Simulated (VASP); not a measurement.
# Na (I4/mmm) in VASP: notebook

The runs below take Na through single point, with PBEsol.

Program: VASP 6.6.1. These are calculated values, not measurements. Logs are shortened: lines on timing, memory, paths and dates and some standing lists are left out, and cuts for length are marked.

### 1 The cell of the first run

Symmetry: I4/mmm, No. 139, tetragonal system. The conventional cell has a = 4.108 Å, b = 4.108 Å, c = 4.235 Å, α = 90.00°, β = 90.00°, γ = 90.00°. Na (site symmetry 4/mmm) has 14 Na at 3.59 to 4.24 Å within 4.7 Å.

### 2 Single point, PBEsol (strain -0.030 along x and y, +0.000 along z)

Input file INCAR:

```
ALGO     = Normal         # electronic algorithm
EDIFF    = 1E-6           # SCF threshold, eV
ENCUT    = 520            # plane-wave cutoff, eV
GGA      = PS             # functional
ISIF     = 2              # what is computed and relaxed
ISMEAR   = 0              # smearing method
LASPH    = True           # aspherical terms in the spheres
LCHARG   = True           # write CHGCAR
LELF     = True           # ELF
LREAL    = False          # projectors in reciprocal space
LVHAR    = True         
LWAVE    = False          # write WAVECAR
NBANDS   = 10             # bands
NELM     = 60             # most SCF steps
PREC     = Accurate       # precision mode
SIGMA    = 0.15           # smearing width, eV
```

Input file KPOINTS:

```
k-points
0
Gamma
  16 16 16
```

Input file POSCAR:

```
Na
1.0
   -2.0539750000      2.0539750000      2.1175000000
    2.0539750000     -2.0539750000      2.1175000000
    2.0539750000      2.0539750000     -2.1175000000
Na
1
Direct
    0.0000000000      0.0000000000      0.0000000000
```

Potentials or basis: VASP PAW PBE potentials, release 64 (Na_pv).

On the command line:

```sh
> cat potpaw_PBE.64/Na_pv/POTCAR > POTCAR
> mpirun -np 1 vasp_std > vasp.out
```

OUTCAR:

```text
EDIFF = 1E-6
   ENCUT = 520
   GGA = PS
   ISIF = 2
   ISMEAR = 0
   LASPH = True
   LREAL = False
   NELM = 60
   PREC = Accurate

 ion  position               nearest neighbor table
   1  0.000  0.000  0.000-

  LATTYP: Found a body centered tetragonal cell.
 ALAT       =     4.1079500000
 C/A-ratio  =     1.0309278351

  Lattice vectors:

 A1 = (  -2.0539750000,   2.0539750000,   2.1175000000)
 A2 = (   2.0539750000,  -2.0539750000,   2.1175000000)
 A3 = (   2.0539750000,   2.0539750000,  -2.1175000000)

Analysis of symmetry for initial positions (statically):
=====================================================================
 Subroutine PRICEL returns:
 Original cell was already a primitive cell.

 Routine SETGRP: Setting up the symmetry group for a
 body centered tetragonal supercell.

 Subroutine GETGRP returns: Found 16 space group operations
 (whereof 16 operations were pure point group operations)
 out of a pool of 16 trial point group operations.

The static configuration has the point symmetry D_4h.

Analysis of symmetry for dynamics (positions and initial velocities):
=====================================================================
 Subroutine PRICEL returns:
 Original cell was already a primitive cell.

 Routine SETGRP: Setting up the symmetry group for a
 body centered tetragonal supercell.

 Subroutine GETGRP returns: Found 16 space group operations
 (whereof 16 operations were pure point group operations)
 out of a pool of 16 trial point group operations.

The dynamic configuration has the point symmetry D_4h.

 Subroutine INISYM returns: Found 16 space group operations
 (whereof 16 operations are pure point group operations),
 and found     1 'primitive' translations

----------------------------------------------------------------------------------------

                                     Primitive cell

  volume of cell :      35.7333

  direct lattice vectors                    reciprocal lattice vectors
    -2.053975000  2.053975000  2.117500000     0.000000000  0.243430421  0.236127509
     2.053975000 -2.053975000  2.117500000     0.243430421  0.000000000  0.236127509
     2.053975000  2.053975000 -2.117500000     0.243430421  0.243430421  0.000000000

  length of vectors
     3.594639461  3.594639461  3.594639461     0.339137982  0.339137982  0.344262604

  position of ions in fractional coordinates (direct lattice)
     0.000000000  0.000000000  0.000000000

  ion indices of the primitive-cell ions
   primitive index   ion index
                 1           1

----------------------------------------------------------------------------------------

 KPOINTS: k-points

Automatic generation of k-mesh.
 Grid dimensions read from file:
 generate k-points for:   16   16   16

 Generating k-lattice:

  Cartesian coordinates                     Fractional coordinates (reciprocal lattice)
     0.000000000  0.015214401  0.014757969     0.062500000  0.000000000  0.000000000
     0.015214401  0.000000000  0.014757969     0.000000000  0.062500000  0.000000000
     0.015214401  0.015214401  0.000000000     0.000000000  0.000000000  0.062500000

  Length of vectors
     0.021196124  0.021196124  0.021516413

  Shift w.r.t. Gamma in fractional coordinates (k-lattice)
     0.000000000  0.000000000  0.000000000

 Subroutine IBZKPT returns following result:
 ===========================================

 Found    349 irreducible k-points:

 Following reciprocal coordinates:
            Coordinates               Weight
  0.000000  0.000000  0.000000      1.000000
  0.062500  0.000000  0.000000      8.000000
  0.125000  0.000000  0.000000      8.000000
  0.187500  0.000000  0.000000      8.000000
  0.250000  0.000000  0.000000      8.000000
  0.312500  0.000000  0.000000      8.000000
[... 16 lines left out ...]
 -0.125000  0.062500  0.000000     16.000000
 -0.062500  0.062500  0.000000      4.000000
 [... further k-points ...]
   k-points           NKPTS =    349   k-points in BZ     NKDIM =    349   number of bands    NBANDS=     10
   number of dos      NEDOS =    301   number of ions     NIONS =      1
   total plane-waves  NPLWV =  21952
   dimension x,y,z NGX =    28 NGY =   28 NGZ =   28
   dimension x,y,z NGXF=    56 NGYF=   56 NGZF=   56
   ions per type =               1
   NGX,Y,Z   is equivalent  to a cutoff of  12.95, 12.95, 12.95 a.u.
   NGXF,Y,Z  is equivalent  to a cutoff of  25.90, 25.90, 25.90 a.u.
 SYSTEM =  unknown system
   PREC   = accura    normal or accurate (medium, high low for compatibility)
   ISTART =      0    job   : 0-new  1-cont  2-samecut
   ICHARG =      2    charge: 1-file 2-atom 10-const
   ISPIN  =      1    spin polarized calculation?
   LNONCOLLINEAR =      F non collinear calculations
   LSORBIT =      F    spin-orbit coupling
   LASPH  =      T    aspherical Exc in radial PAW
   ENCUT  =  520.0 eV  38.22 Ry    6.18 a.u.   6.68  6.68  6.68*2*pi/ulx,y,z
   NELM   =     60;   NELMIN=  2; NELMDL= -5     # of ELM steps
   EDIFF  = 0.1E-05   stopping-criterion for ELM
   LREAL  =      F    real-space projection
   EDIFFG = 0.1E-04   stopping-criterion for IOM
   NSW    =      0    number of steps for IOM
   IBRION =     -1    ionic relax: 0-MD 1-quasi-New 2-CG
   NFREE  =      0    steps in history (QN), initial steepest desc. (CG)
   ISIF   =      2    stress and relaxation
   ISYM   =      2    0-nonsym 1-usesym 2-fastsym
   POTIM  = 0.5000    time-step for ionic-motion
   TEBEG  =    0.0;   TEEND  =   0.0 temperature during run
   PSTRESS=    0.0 pullay stress
   NELECT =       7.0000    total number of electrons
   NUPDOWN=      -1.0000    fix difference up-down
   EMIN   =  10.00;   EMAX   =-10.00  energy-range for DOS
   EFERMI =   0.00;   METHOD = LEGACY
   ISMEAR =     0;   SIGMA  =   0.15  broadening in eV -4-tet -1-fermi 0-gaus
   EFERMI_NEDOS =   21; number of points for ismear=-14 and -15
   IALGO  =     38    algorithm
   IMIX   =      4    mixing-type and parameters
     AMIX     =   0.40;   BMIX     =  1.00
     AMIX_MAG =   1.60;   BMIX_MAG =  1.00
  volume/ion in A,a.u.               =      35.73       241.14
  Fermi-wavevector in a.u.,A,eV,Ry     =   0.950786  1.796726 12.299594  0.903995
  Thomas-Fermi vector in A             =   2.079196
   LORBIT       =      0    0 simple, 1 ext, 2 COOP (PROOUT), +10 PAW based schemes
   GGA     = PS    functional components
   LHFCALC =     F    Hartree Fock is set to
   AEXX    =    0.0000 exact exchange contribution
   IVDW    =     0    specifies the selected vdW correction
   LEPSILON=     F    determine dielectric tensor
   LRPA    =     F    only Hartree local field effects (RPA)
 non-spin polarized calculation
 Gauss-broadening in eV      SIGMA  =   0.15
  energy-cutoff  :      520.00
  volume of cell :       35.73
 maximum number of plane-waves:       988
   NGX = 13   NGY = 13   NGZ = 13

 number of electron       6.9999993 magnetization

 Free energy of the ion-electron system (eV)
  ---------------------------------------------------
  ext. energy  EPLUGINS =         0.00000000
  ---------------------------------------------------
  free energy    TOTEN  =        -1.40210989 eV

  energy without entropy =       -1.39709921  energy(sigma->0) =       -1.39960455

 E-fermi :   0.4108     XC(G=0):  -6.5989

 val. band max:        0.4070529914   @ k =  -0.3125  -0.3125   0.2500
 cond. band min:       0.4167447480   @ k =   0.5000   0.1875  -0.0000
 fundamental gap:      0.0096917566
 Fermi energy:         0.4108491457

 k-point     1 :       0.0000    0.0000    0.0000
  band No.  band energies     occupation
      1     -24.3452      2.00000
      2     -24.3452      2.00000
      3     -24.3450      2.00000
      4      -2.9447      2.00000
      5      12.2354      0.00000
      6      12.2354      0.00000
      7      12.7039      0.00000
      8      13.1863      0.00000
      9      13.6465      0.00000
     10      13.7800      0.00000

 k-point     2 :       0.0625    0.0000    0.0000
  band No.  band energies     occupation
      1     -24.3467      2.00000
      2     -24.3457      2.00000
      3     -24.3451      2.00000
      4      -2.8747      2.00000
      5      11.2720      0.00000
      6      11.8636      0.00000
      7      12.3392      0.00000
      8      12.7012      0.00000
      9      13.0046      0.00000
     10      14.1476      0.00000

 k-point     3 :       0.1250    0.0000    0.0000
  band No.  band energies     occupation
      1     -24.3512      2.00000
      2     -24.3472      2.00000
      3     -24.3451      2.00000
      4      -2.6653      2.00000
      5       9.6264      0.00000
      6      11.1752      0.00000
      7      11.7651      0.00000
      8      12.1107      0.00000
      9      12.6614      0.00000
     10      14.3174      0.00000

 k-point     4 :       0.1875    0.0000    0.0000
  band No.  band energies     occupation
      1     -24.3580      2.00000
      2     -24.3493      2.00000
      3     -24.3450      2.00000
      4      -2.3184      2.00000
      5       8.0043      0.00000
      6      10.5078      0.00000
      7      11.2282      0.00000
      8      11.4814      0.00000
      9      12.3680      0.00000
     10      14.4790      0.00000
[... 222 lines left out ...]
 k-point    22 :      -0.1875    0.0625    0.0000
  band No.  band energies     occupation
      1     -24.3555      2.00000
      2     -24.3480      2.00000
      3     -24.3457      2.00000
      4      -2.4505      2.00000
      5       8.8001      0.00000
      6      10.1318      0.00000
      7      11.1180      0.00000
      8      12.2348      0.00000
      9      12.7586      0.00000
     10      14.0835      0.00000

 k-point    23 :      -0.1250    0.0625    0.0000
  band No.  band energies     occupation
      1     -24.3499      2.00000
      2     -24.3462      2.00000
      3     -24.3456      2.00000
      4      -2.7308      2.00000
      5      10.4100      0.00000
      6      10.8899      0.00000
      7      11.6232      0.00000
      8      12.4600      0.00000
      9      13.0291      0.00000
     10      14.2620      0.00000

 k-point    24 :      -0.0625    0.0625    0.0000
  band No.  band energies     occupation
      1     -24.3468      2.00000
      2     -24.3456      2.00000
      3     -24.3452      2.00000
      4      -2.8726      2.00000
      5      11.6788      0.00000
      6      11.7218      0.00000
      7      11.9464      0.00000
      8      12.5815      0.00000
      9      13.1005      0.00000
     10      14.3853      0.00000

 [... further k-points ...]
[... 5 lines left out ...]
  --------------------------------------------------------------------------------------
  -------------------------------------------------------------------------------------
  Total        0.0246582      0.0246582      0.0172138      0.0000000      0.0000000      0.0000000
  in kB        1.1055995      1.1055995      0.7718151      0.0000000      0.0000000      0.0000000
  external PRESSURE =       0.9943381 kB  Pullay stress =       0.0000000 kB

 VOLUME and BASIS-vectors are now :
 -----------------------------------------------------------------------------
  energy-cutoff  :      520.00
  volume of cell :       35.73
      direct lattice vectors                 reciprocal lattice vectors
    -2.053975000  2.053975000  2.117500000     0.000000000  0.243430421  0.236127509
     2.053975000 -2.053975000  2.117500000     0.243430421  0.000000000  0.236127509
     2.053975000  2.053975000 -2.117500000     0.243430421  0.243430421  0.000000000

 POSITION                                       TOTAL-FORCE (eV/Angst)
 -----------------------------------------------------------------------------------
      0.00000      0.00000      0.00000        -0.000000     -0.000000     -0.000000
 -----------------------------------------------------------------------------------
    total drift:                                0.000000     -0.000000      0.000000

  FREE ENERGIE OF THE ION-ELECTRON SYSTEM (eV)
  ---------------------------------------------------
  free  energy   TOTEN  =        -1.4021098868 eV

  energy  without entropy=       -1.3970992076  energy(sigma->0) =       -1.39960455
```

Wall time 2.3 min (1 thread of AMD EPYC 7R13, shared host); peak memory 0.2 GiB.

Results:

| Property | Result |
| --- | --- |
| Free energy | -1.4021 eV |
| Pressure | 0.1 GPa |

Levels at points of the mesh, in eV from the Fermi level:
```tsv
k point	band 1	band 2	band 3	band 4	band 5	band 6	band 7	band 8
(0.00, 0.00, 0.00)	-24.76	-24.76	-24.76	-3.36	11.82	11.82	12.29	12.78
(0.50, 0.00, 0.00)	-24.80	-24.77	-24.76	0.72	1.22	8.49	9.55	9.61
(0.50, 0.50, 0.00)	-24.80	-24.77	-24.76	0.84	1.36	8.10	9.15	9.22
(0.50, 0.50, 0.50)	-24.79	-24.78	-24.78	4.43	4.66	4.71	5.20	5.20
```

Caveat: the cell differs from its parent crystal (strain -0.030 along x and y, +0.000 along z); the PAW data sets were made with another functional, which shifts forces and pressure a little.

### 3 Single point, PBEsol (strain -0.015 along x and y, -0.030 along z)

Input file INCAR:

```
ALGO = Normal ; EDIFF = 1E-6
ENCUT = 520 ; GGA = PS
ISIF = 2 ; ISMEAR = 0
LASPH = True ; LCHARG = False
LREAL = False ; LWAVE = False
NBANDS = 10 ; NELM = 100
PREC = Accurate ; SIGMA = 0.15
```

KPOINTS is that of step 2.

Input file POSCAR:

```
Na
1.0
   -2.0857375000      2.0857375000      2.0539750000
    2.0857375000     -2.0857375000      2.0539750000
    2.0857375000      2.0857375000     -2.0539750000
Na
1
Direct
    0.0000000000      0.0000000000      0.0000000000
```

Potentials or basis: VASP PAW PBE potentials, release 64 (Na_pv).

On the command line:

```sh
> cat potpaw_PBE.64/Na_pv/POTCAR > POTCAR
> mpirun -np 1 vasp_std > vasp.out
```

Wall time 2.3 min (1 thread of AMD EPYC 7R13, shared host); peak memory 0.2 GiB.

Results (log left out):

```yaml
Free_energy: -1.4022 eV
Pressure: 0.1 GPa
```

Levels at points of the mesh, in eV from the Fermi level:
```csv
k point,band 1,band 2,band 3,band 4,band 5,band 6,band 7,band 8
"(0.00, 0.00, 0.00)",-24.76,-24.76,-24.76,-3.36,11.81,12.05,12.05,12.88
"(0.50, 0.00, 0.00)",-24.80,-24.77,-24.76,0.78,1.29,8.29,9.34,9.41
"(0.50, 0.50, 0.00)",-24.80,-24.77,-24.76,0.72,1.22,8.49,9.55,9.61
"(0.50, 0.50, 0.50)",-24.79,-24.79,-24.79,4.51,4.64,4.92,4.92,5.20
```

Caveat: the cell differs from its parent crystal (strain -0.015 along x and y, -0.030 along z); the PAW data sets were made with another functional, which shifts forces and pressure a little.

[end of part 1 of 2]
